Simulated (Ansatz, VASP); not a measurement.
**One calculation of P, two programs**

Contents of INCAR:

```
ALGO     = Normal         # electronic algorithm
EDIFF    = 1E-6           # SCF threshold, eV
ENCUT    = 520            # plane-wave cutoff, eV
GGA      = CA             # functional
ISIF     = 2              # what is computed and relaxed
ISMEAR   = -1             # smearing method
LASPH    = T              # aspherical terms in the spheres
LCHARG   = F              # write CHGCAR
LREAL    = F              # projectors in reciprocal space
LWAVE    = F              # write WAVECAR
NBANDS   = 8              # bands
NELM     = 100            # most SCF steps
PREC     = Accurate       # precision mode
SIGMA    = 0.05           # smearing width, eV
```

File KPOINTS:

```
k-points
0
Gamma
  20 20 20
```

POSCAR

```
P
1.0
    0.0000000000      1.9381902623      1.9381902623
    1.9381902623      0.0000000000      1.9381902623
    1.9381902623      1.9381902623      0.0000000000
P
1
Direct
    0.0000000000      0.0000000000      0.0000000000
```

Input for Ansatz:

```yaml
crystal:
  lattice:
    - [0.0, 1.9381902623, 1.9381902623]
    - [1.9381902623, 0.0, 1.9381902623]
    - [1.9381902623, 1.9381902623, 0.0]
  atoms:
    - { symbol: P, position: [0.0, 0.0, 0.0] }
kpoints:
  mp_grid: { grid: [20, 20, 20] }
  band_path:
    path:
      - [0.0, 0.0, 0.0]
      - [0.5, 0.0, 0.5]
      - [0.625, 0.25, 0.625]
      - [0.375, 0.375, 0.75]
      - [0.0, 0.0, 0.0]
      - [0.5, 0.5, 0.5]
      - [0.5, 0.25, 0.75]
      - [0.5, 0.0, 0.5]
    npoints: 5
scf:
  occupations: { method: fermi_dirac, width: 0.05 }
hamiltonian:
  xc: lda
  pseudopotentials: { kind: all_electron, lapw: { basis_error: 0.0005 } }
output:
  forces: true
  stress: true
  eigenvalues: true
```

Alike in both runs: task single point; functional LDA; k mesh 20 × 20 × 20; occupations fermi-dirac, width 0.05 eV; no spin polarisation.

|  | VASP | Ansatz |
| --- | --- | --- |
| version | VASP 6.6.1 | Ansatz 0.2.0 |
| potentials or method | VASP PAW LDA potentials, release 64 (P), cutoff 520 eV | all-electron LAPW, scalar-relativistic |

|  | VASP | Ansatz | Ansatz less VASP |
| --- | --- | --- | --- |
| pressure (GPa) | -4.6 | -4.5 | +0.12 |

LDA's correlation is that of Perdew and Zunger in VASP and of Perdew and Wang (1992) in Ansatz. Ansatz ran all-electron here, and VASP with PAW potentials.
